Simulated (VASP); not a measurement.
## HfO2: single point with r2SCAN

The system is HfO2.

```
Hf O
1.0
     3.57682    0.00000    0.00000
     0.00000    3.57682    0.00000
     0.00000    0.00000    5.20267
Hf O
2 4
Direct
  0.50000 0.50000 0.49914
  0.00000 0.00000 0.99914
  0.00000 0.50000 0.70097
  0.50000 0.00000 0.80864
  0.50000 0.00000 0.30864
  0.00000 0.50000 0.20097
```

This cell differs from its parent crystal: mode 10 (318.6 1/cm) frozen in, largest displacement +0.025 Å.

| Item | Value |
| --- | --- |
| Program | VASP 6.6.1 |
| Task | single point |
| Functional | r2SCAN |
| Potentials or basis | VASP PAW PBE potentials, release 64 (Hf_pv, O) |
| Cutoff | 520 eV |
| k mesh | 6 × 6 × 6 |
| Occupations | gaussian, width 0.05 eV |
| Spin | no spin polarisation |

* Pressure: -3.5 GPa
* Largest force: 0.289 eV/Å
* Band gap on the k mesh: 5.25 eV, indirect (least direct gap 5.32 eV)

Forces on the atoms (eV/Å):
```
Hf   0.000  0.000  0.289
Hf   0.000  0.000  0.289
O    0.000  0.000 -0.205
O    0.000  0.000 -0.084
O    0.000  0.000 -0.084
O    0.000  0.000 -0.205
```

Stress tensor (GPa, compression positive):
```
-3.56  0.00  0.00
 0.00 -3.56  0.00
 0.00  0.00 -3.36
```

Levels at points of the mesh, in eV from the valence-band top:
```
           k point  band 20  band 21  band 22  band 23  band 24  band 25
(0.00, 0.00, 0.00)    -0.13    -0.08    -0.08     5.25     5.26     6.47
(0.50, 0.00, 0.00)    -1.39    -0.16    -0.13     5.56     5.65     6.57
(0.50, 0.50, 0.00)    -0.69    -0.54    -0.54     6.28     6.28     6.61
(0.00, 0.00, 0.50)    -0.69     0.00     0.00     5.89     5.89     6.20
(0.50, 0.00, 0.50)    -1.39    -0.96    -0.96     5.67     5.80     6.05
(0.50, 0.50, 0.50)    -1.46    -0.06    -0.06     6.41     6.41     6.84
```

It took 4.1 min on 1 thread of Intel Xeon 6975P-C (shared host), peak memory 0.22 GiB.

Caveat: the cell differs from its parent crystal (mode 10 (318.6 1/cm) frozen in, largest displacement +0.025 Å); the PAW data sets were made with another functional, which shifts forces and pressure a little; spin-orbit coupling is left out, which moves the levels of the heavy elements. A k mesh can miss the band edges.
